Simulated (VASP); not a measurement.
# ZnAu4S3 (Pm-3m) in VASP: single point with PBE

Aim: the single point of ZnAu4S3 with PBE.

Everything below comes from runs of VASP 6.6.1. Logs are shortened: lines on timing, memory, paths and dates and some standing lists are left out, and cuts for length are marked.

### Step 1. The cell of the first run

The structure is cubic, space group Pm-3m (No. 221). Conventional cell: a = 4.760 Å, b = 4.760 Å, c = 4.760 Å, α = 90.00°, β = 90.00°, γ = 90.00°. Zn (site symmetry m-3m) has 6 Au at 2.38 Å within 3.1 Å. S (site symmetry 4/mmm) has 6 Au at 2.38 Å within 3.1 Å. Au (site symmetry m-3m) has 6 S at 2.38 Å within 3.1 Å. Au (site symmetry 4/mmm) has 2 Zn at 2.38 Å and 4 S at 2.38 Å within 3.1 Å.

### Step 2. Single point, PBE

INCAR reads:

```
ALGO = Normal ; EDIFF = 1E-7
ENCUT = 520 ; GGA = PE
ISIF = 2 ; ISMEAR = 0
LASPH = T ; LCHARG = F
LREAL = F ; LWAVE = F
NBANDS = 47 ; NELM = 80
PREC = Accurate ; SIGMA = 0.1
```

KPOINTS reads:

```
k-points
0
Gamma
  4 4 4
```

POSCAR reads:

```
ZnAu4S3
1.0
    4.7604281000      0.0000000000      0.0000000000
    0.0000000000      4.7604281000      0.0000000000
    0.0000000000      0.0000000000      4.7604281000
Zn S Au
1 3 4
Direct
    0.0000000000      0.0000000000      0.0000000000
    0.0000000000      0.5000000000      0.5000000000
    0.5000000000      0.0000000000      0.5000000000
    0.5000000000      0.5000000000      0.0000000000
    0.5000000000      0.5000000000      0.5000000000
    0.5000000000      0.0000000000      0.0000000000
    0.0000000000      0.5000000000      0.0000000000
    0.0000000000      0.0000000000      0.5000000000
```

Potentials or basis: VASP PAW PBE potentials, release 64 (Zn, S, Au).

Run with:

```
> cat potpaw_PBE.64/Zn/POTCAR potpaw_PBE.64/S/POTCAR potpaw_PBE.64/Au/POTCAR > POTCAR
> mpirun -np 1 vasp_std > vasp.out
```

OUTCAR:

```text
EDIFF = 1E-7
   ENCUT = 520
   GGA = PE
   ISIF = 2
   ISMEAR = 0
   LASPH = T
   LREAL = F
   NELM = 80
   PREC = Accurate

 ion  position               nearest neighbor table
   1  0.000  0.000  0.000-   6 2.38   7 2.38   8 2.38   8 2.38   7 2.38   6 2.38
   2  0.000  0.500  0.500-   5 2.38   7 2.38   8 2.38   7 2.38   8 2.38   5 2.38
   3  0.500  0.000  0.500-   5 2.38   6 2.38   8 2.38   6 2.38   5 2.38   8 2.38
   4  0.500  0.500  0.000-   5 2.38   6 2.38   7 2.38   5 2.38   6 2.38   7 2.38
   5  0.500  0.500  0.500-   2 2.38   3 2.38   4 2.38   4 2.38   3 2.38   2 2.38   6 3.37   6 3.37
                             7 3.37   7 3.37   6 3.37   8 3.37   6 3.37   8 3.37   7 3.37   8 3.37
   6  0.500  0.000  0.000-   1 2.38   3 2.38   4 2.38   3 2.38   4 2.38   1 2.38   5 3.37   5 3.37
                             8 3.37   7 3.37   5 3.37   7 3.37   5 3.37   8 3.37   7 3.37   8 3.37
   7  0.000  0.500  0.000-   1 2.38   2 2.38   4 2.38   2 2.38   1 2.38   4 2.38   5 3.37   5 3.37
                             8 3.37   6 3.37   6 3.37   8 3.37   8 3.37   8 3.37   5 3.37   6 3.37
   8  0.000  0.000  0.500-   1 2.38   2 2.38   3 2.38   1 2.38   2 2.38   3 2.38   5 3.37   6 3.37
                             7 3.37   6 3.37   5 3.37   7 3.37   7 3.37   7 3.37   5 3.37   6 3.37

  LATTYP: Found a simple cubic cell.
 ALAT       =     4.7604281000

  Lattice vectors:

 A1 = (   4.7604281000,   0.0000000000,   0.0000000000)
 A2 = (   0.0000000000,   4.7604281000,   0.0000000000)
 A3 = (   0.0000000000,   0.0000000000,   4.7604281000)

Analysis of symmetry for initial positions (statically):
=====================================================================
 Subroutine PRICEL returns:
 Original cell was already a primitive cell.

 Routine SETGRP: Setting up the symmetry group for a
 simple cubic supercell.

 Subroutine GETGRP returns: Found 48 space group operations
 (whereof 48 operations were pure point group operations)
 out of a pool of 48 trial point group operations.

The static configuration has the point symmetry O_h .

Analysis of symmetry for dynamics (positions and initial velocities):
=====================================================================
 Subroutine PRICEL returns:
 Original cell was already a primitive cell.

 Routine SETGRP: Setting up the symmetry group for a
 simple cubic supercell.

 Subroutine GETGRP returns: Found 48 space group operations
 (whereof 48 operations were pure point group operations)
 out of a pool of 48 trial point group operations.

The dynamic configuration has the point symmetry O_h .

 Subroutine INISYM returns: Found 48 space group operations
 (whereof 48 operations are pure point group operations),
 and found     1 'primitive' translations

----------------------------------------------------------------------------------------

                                     Primitive cell

  volume of cell :     107.8793

  direct lattice vectors                    reciprocal lattice vectors
     4.760428100  0.000000000  0.000000000     0.210065141  0.000000000  0.000000000
     0.000000000  4.760428100  0.000000000     0.000000000  0.210065141  0.000000000
     0.000000000  0.000000000  4.760428100     0.000000000  0.000000000  0.210065141

  length of vectors
     4.760428100  4.760428100  4.760428100     0.210065141  0.210065141  0.210065141

  position of ions in fractional coordinates (direct lattice)
     0.000000000  0.000000000  0.000000000
     0.000000000  0.500000000  0.500000000
     0.500000000  0.000000000  0.500000000
     0.500000000  0.500000000  0.000000000
     0.500000000  0.500000000  0.500000000
     0.500000000  0.000000000  0.000000000
     0.000000000  0.500000000  0.000000000
     0.000000000  0.000000000  0.500000000

  ion indices of the primitive-cell ions
   primitive index   ion index
                 1           1
                 2           2
                 3           3
                 4           4
                 5           5
                 6           6
                 7           7
                 8           8

----------------------------------------------------------------------------------------

 KPOINTS: k-points

Automatic generation of k-mesh.
 Grid dimensions read from file:
 generate k-points for:    4    4    4

 Generating k-lattice:

  Cartesian coordinates                     Fractional coordinates (reciprocal lattice)
     0.052516285  0.000000000  0.000000000     0.250000000  0.000000000  0.000000000
     0.000000000  0.052516285  0.000000000     0.000000000  0.250000000  0.000000000
     0.000000000  0.000000000  0.052516285     0.000000000  0.000000000  0.250000000

  Length of vectors
     0.052516285  0.052516285  0.052516285

  Shift w.r.t. Gamma in fractional coordinates (k-lattice)
     0.000000000  0.000000000  0.000000000

 Subroutine IBZKPT returns following result:
 ===========================================

 Found     10 irreducible k-points:

 Following reciprocal coordinates:
            Coordinates               Weight
  0.000000  0.000000  0.000000      1.000000
  0.250000  0.000000  0.000000      6.000000
  0.500000  0.000000  0.000000      3.000000
  0.250000  0.250000  0.000000     12.000000
  0.500000  0.250000  0.000000     12.000000
  0.500000  0.500000  0.000000      3.000000
  0.250000  0.250000  0.250000      8.000000
  0.500000  0.250000  0.250000     12.000000
  0.500000  0.500000  0.250000      6.000000
  0.500000  0.500000  0.500000      1.000000
   k-points           NKPTS =     10   k-points in BZ     NKDIM =     10   number of bands    NBANDS=     47
   number of dos      NEDOS =    301   number of ions     NIONS =      8
   total plane-waves  NPLWV =  46656
   dimension x,y,z NGX =    36 NGY =   36 NGZ =   36
   dimension x,y,z NGXF=    72 NGYF=   72 NGZF=   72
   ions per type =               1   3   4
   NGX,Y,Z   is equivalent  to a cutoff of  12.57, 12.57, 12.57 a.u.
   NGXF,Y,Z  is equivalent  to a cutoff of  25.14, 25.14, 25.14 a.u.
 SYSTEM =  unknown system
   PREC   = accura    normal or accurate (medium, high low for compatibility)
   ISTART =      0    job   : 0-new  1-cont  2-samecut
   ICHARG =      2    charge: 1-file 2-atom 10-const
   ISPIN  =      1    spin polarized calculation?
   LNONCOLLINEAR =      F non collinear calculations
   LSORBIT =      F    spin-orbit coupling
   LASPH  =      T    aspherical Exc in radial PAW
   ENCUT  =  520.0 eV  38.22 Ry    6.18 a.u.   8.85  8.85  8.85*2*pi/ulx,y,z
   NELM   =     80;   NELMIN=  2; NELMDL= -5     # of ELM steps
   EDIFF  = 0.1E-06   stopping-criterion for ELM
   LREAL  =      F    real-space projection
   EDIFFG = 0.1E-05   stopping-criterion for IOM
   NSW    =      0    number of steps for IOM
   IBRION =     -1    ionic relax: 0-MD 1-quasi-New 2-CG
   NFREE  =      0    steps in history (QN), initial steepest desc. (CG)
   ISIF   =      2    stress and relaxation
   ISYM   =      2    0-nonsym 1-usesym 2-fastsym
   POTIM  = 0.5000    time-step for ionic-motion
   TEBEG  =    0.0;   TEEND  =   0.0 temperature during run
   PSTRESS=    0.0 pullay stress
   NELECT =      74.0000    total number of electrons
   NUPDOWN=      -1.0000    fix difference up-down
   EMIN   =  10.00;   EMAX   =-10.00  energy-range for DOS
   EFERMI =   0.00;   METHOD = LEGACY
   ISMEAR =     0;   SIGMA  =   0.10  broadening in eV -4-tet -1-fermi 0-gaus
   EFERMI_NEDOS =   21; number of points for ismear=-14 and -15
   IALGO  =     38    algorithm
   IMIX   =      4    mixing-type and parameters
     AMIX     =   0.40;   BMIX     =  1.00
     AMIX_MAG =   1.60;   BMIX_MAG =  1.00
  volume/ion in A,a.u.               =      13.48        91.00
  Fermi-wavevector in a.u.,A,eV,Ry     =   1.443797  2.728380 28.362012  2.084549
  Thomas-Fermi vector in A             =   2.562164
   LORBIT       =      0    0 simple, 1 ext, 2 COOP (PROOUT), +10 PAW based schemes
   GGA     = PE    functional components
   LHFCALC =     F    Hartree Fock is set to
   AEXX    =    0.0000 exact exchange contribution
   IVDW    =     0    specifies the selected vdW correction
   LEPSILON=     F    determine dielectric tensor
   LRPA    =     F    only Hartree local field effects (RPA)
 non-spin polarized calculation
 Gauss-broadening in eV      SIGMA  =   0.10
  energy-cutoff  :      520.00
  volume of cell :      107.88
 maximum number of plane-waves:      2945
 NGX is ok and might be reduce to    36
   NGX = 17   NGY = 17   NGZ = 17

 number of electron      74.0000046 magnetization

 Free energy of the ion-electron system (eV)
  ---------------------------------------------------
  ext. energy  EPLUGINS =         0.00000000
  ---------------------------------------------------
  free energy    TOTEN  =       -18.41644218 eV

  energy without entropy =      -18.37372392  energy(sigma->0) =      -18.39508305

 E-fermi :  11.6535     XC(G=0): -12.9452

 val. band max:       11.6440375067   @ k =   0.2500   0.2500   0.0000
 cond. band min:      11.6875763088   @ k =   0.5000   0.5000   0.2500
 fundamental gap:      0.0435388021
 Fermi energy:        11.6535178484

 k-point     1 :       0.0000    0.0000    0.0000
  band No.  band energies     occupation
      1      -5.6245      2.00000
      2      -3.9473      2.00000
      3      -3.9473      2.00000
      4       1.7499      2.00000
      5       2.1131      2.00000
      6       2.1131      2.00000
[... 39 lines left out ...]
     46      20.2713      0.00000
     47      20.2713      0.00000

 k-point     2 :       0.2500    0.0000    0.0000
  band No.  band energies     occupation
      1      -5.3012      2.00000
      2      -3.9880      2.00000
      3      -3.7393      2.00000
      4       1.7769      2.00000
      5       2.1135      2.00000
      6       2.3885      2.00000
[... 392 lines left out ...]
 k-point    10 :       0.5000    0.5000    0.5000
  band No.  band energies     occupation
      1      -3.1994      2.00000
      2      -3.1994      2.00000
      3      -3.1994      2.00000
      4       0.9395      2.00000
      5       1.2627      2.00000
      6       1.2627      2.00000
[... 39 lines left out ...]
     46      17.7893      0.00000
     47      17.8502      0.00000

------------------------ aborting loop because EDIFF is reached ----------------------------------------

  FORCE on cell =-STRESS in cart. coord.  units (eV):
  Direction    XX          YY          ZZ          XY          YZ          ZX
  --------------------------------------------------------------------------------------
  -------------------------------------------------------------------------------------
  Total       45.7545757     45.7545757     45.7545757     -0.0000000      0.0000000     -0.0000000
  in kB      679.5275742    679.5275742    679.5275742     -0.0000000      0.0000000     -0.0000000
  external PRESSURE =     679.5275742 kB  Pullay stress =       0.0000000 kB

 VOLUME and BASIS-vectors are now :
 -----------------------------------------------------------------------------
  energy-cutoff  :      520.00
  volume of cell :      107.88
      direct lattice vectors                 reciprocal lattice vectors
     4.760428100  0.000000000  0.000000000     0.210065141  0.000000000  0.000000000
     0.000000000  4.760428100  0.000000000     0.000000000  0.210065141  0.000000000
     0.000000000  0.000000000  4.760428100     0.000000000  0.000000000  0.210065141

 POSITION                                       TOTAL-FORCE (eV/Angst)
 -----------------------------------------------------------------------------------
      0.00000      0.00000      0.00000         0.000000      0.000000      0.000000
      0.00000      2.38021      2.38021         0.000000      0.000000      0.000000
      2.38021      0.00000      2.38021         0.000000      0.000000      0.000000
      2.38021      2.38021      0.00000         0.000000      0.000000      0.000000
      2.38021      2.38021      2.38021         0.000000      0.000000      0.000000
      2.38021      0.00000      0.00000         0.000000      0.000000      0.000000
      0.00000      2.38021      0.00000         0.000000      0.000000      0.000000
      0.00000      0.00000      2.38021         0.000000      0.000000      0.000000
 -----------------------------------------------------------------------------------
    total drift:                                0.000000      0.000000     -0.000000

  FREE ENERGIE OF THE ION-ELECTRON SYSTEM (eV)
  ---------------------------------------------------
  free  energy   TOTEN  =       -18.4164421763 eV

  energy  without entropy=      -18.3737239199  energy(sigma->0) =      -18.39508305
```

Run time: 37 s. Hardware: 1 thread of AMD EPYC 9R14 (Zen 4), shared host; peak memory 0.19 GiB.

What came out:

```yaml
Free_energy: -18.4164 eV
Pressure: 68.0 GPa
Band_gap_on_the_k_mesh: zero (band 37 reaches 14.22 eV, above the bottom of band 38 at 9.19 eV)
```

Caveat: spin-orbit coupling is left out, which moves the levels of the heavy elements.
